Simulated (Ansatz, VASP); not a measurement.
# One calculation of SnSe, two programs

File INCAR:

```
SYSTEM = SnSe
PREC     = Accurate       ! precision mode
ENCUT    = 520            ! plane-wave cutoff, eV
EDIFF    = 1E-7           ! SCF threshold, eV
ISMEAR   = 0              ! smearing method
SIGMA    = 0.05           ! smearing width, eV
LREAL    = .FALSE.        ! projectors in reciprocal space
LASPH    = .TRUE.         ! aspherical terms in the spheres
NELM     = 60             ! most SCF steps
ALGO     = Normal         ! electronic algorithm
ISIF     = 2              ! what is computed and relaxed
LWAVE    = .FALSE.        ! write WAVECAR
LCHARG   = .FALSE.        ! write CHGCAR
GGA      = CA             ! functional
NBANDS   = 17             ! bands
```

File KPOINTS:

```
Automatic mesh
0
G
  8 8 8
  0 0 0
```

File POSCAR:

```
SnSe
1.0
    0.0037625000      3.0100000000      3.0100000000
    3.0137625000      0.0000000000      3.0137625000
    3.0100000000      3.0100000000      0.0037625000
Sn Se
1 1
Direct
    0.0000000000      0.0000000000      0.0000000000
    0.5000000000      0.5000000000      0.5000000000
```

Input for Ansatz:

```yaml
crystal:
  lattice:
    - [0.0037625, 3.01, 3.01]
    - [3.0137625, 0.0, 3.0137625]
    - [3.01, 3.01, 0.0037625]
  atoms:
    - { symbol: Sn, position: [0.0, 0.0, 0.0] }
    - { symbol: Se, position: [0.5, 0.5, 0.5] }
basis:
  ecutwfc: 420
kpoints:
  mp_grid: { grid: [8, 8, 8] }
hamiltonian:
  xc: lda
scf:
  occupations: { method: gaussian, width: 0.05 }
output:
  forces: true
  stress: true
  eigenvalues: true
```

Change from the starting cell: strain +0.0025 x Voigt [0, 0, 0, 0, 1, 0], atoms carried along.

Alike in both runs: task single point; functional LDA; k mesh 8 × 8 × 8; occupations gaussian, width 0.05 eV; no spin polarisation.

```csv
,VASP,Ansatz
version,VASP 6.6.1,Ansatz 0.2.0
potentials or method,"VASP PAW LDA potentials, release 64 (Sn_d, Se), cutoff 520 eV","scalar-relativistic, plane waves, PAW"
valence electrons in the cell,20,30
```

Ansatz gave:

| Property | Result |
| --- | --- |
| gap on the k mesh at the Fermi level (eV) | 0.60 |
| least direct gap on the mesh (eV) | 0.61 |
| pressure (GPa) | -3.4 |
| traceless stress, the component that is largest in VASP (GPa) | -0.05 |

**Question.** Estimate VASP's values.

**Answer.** gap on the k mesh at the Fermi level (eV): 0.62; least direct gap on the mesh (eV): 0.63; pressure (GPa): -3.3; traceless stress, the component that is largest in VASP (GPa): -0.05.

LDA's correlation is that of Perdew and Zunger in VASP and of Perdew and Wang (1992) in Ansatz. VASP's potentials hold 20 valence electrons a cell and Ansatz's 30, so a difference there can come from the potentials and not from the codes.
